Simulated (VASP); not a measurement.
Write the native input for VASP 6.6.1 that does the following.

| Item | Value |
| --- | --- |
| Task | relaxation of cell and atoms |
| Functional | PBE |
| Potentials or basis | VASP PAW PBE potentials, release 64 (Mo_sv, Ru_pv) |
| Cutoff | 600 eV |
| k mesh | 12 × 12 × 8 |
| Occupations | gaussian, width 0.1 eV |
| Spin | no spin polarisation |
| Dipole correction | no |
| Further INCAR settings | ALGO = Fast; EDIFF = 1e-06; IBRION = 2; EDIFFG = -0.01; NSW = 100; ISIF = 3 |

The structure of MoRu5 lies in POSCAR:

```
MoRu5
1.0
    4.7160651200      0.0000000000      0.0000000000
   -2.3580325600      4.0842322000      0.0000000000
    0.0000000000      0.0000000000      4.4047989400
Mo Ru
1 5
Direct
    0.0000000000      0.0000000000      0.0000000000
    0.3333333300      0.6666666700      0.0000000000
    0.6666666700      0.3333333300      0.0000000000
    0.6666666700      0.6666666700      0.5000000000
    0.3333333300      0.0000000000      0.5000000000
    0.0000000000      0.3333333300      0.5000000000
```

One way to write it, as run:

INCAR

```
SYSTEM = MoRu5
  PREC = Accurate
  ENCUT = 600
  EDIFF = 1E-6
  ISMEAR = 0
  SIGMA = 0.1
  LREAL = .FALSE.
  LASPH = .TRUE.
  NELM = 80
  ALGO = Fast
  ISIF = 3
  LWAVE = .FALSE.
  LCHARG = .FALSE.
  GGA = PE
  IBRION = 2
  NSW = 100
  EDIFFG = -0.01
```

KPOINTS

```
regular mesh
0
G
  12 12 8
  0 0 0
```

Potentials or basis: VASP PAW PBE potentials, release 64 (Mo_sv, Ru_pv).

Run with:

```bash
$ cat potpaw_PBE.64/Mo_sv/POTCAR potpaw_PBE.64/Ru_pv/POTCAR > POTCAR
$ mpirun -np 1 vasp_std > vasp.out
```

Results of the run:

- Relaxed volume: 14.08 Å³/atom
- Relaxed cell: a = 4.753 Å, b = 4.753 Å, c = 4.318 Å, α = 90.00°, β = 90.00°, γ = 120.00°
- Space group after relaxing (to 0.1 Å): P-62m (No. 189)
- Energy gained by relaxing: 11.9 meV/atom
- Ionic steps: 8
- Pressure after relaxing: 0.0 GPa
- Band gap on the k mesh: zero (bands 42 and 43 overlap by 1.23 eV)

It took 78 min on 1 thread of Oxide Virtual Turin-like Processor, with other jobs on the host, peak memory 0.48 GiB.
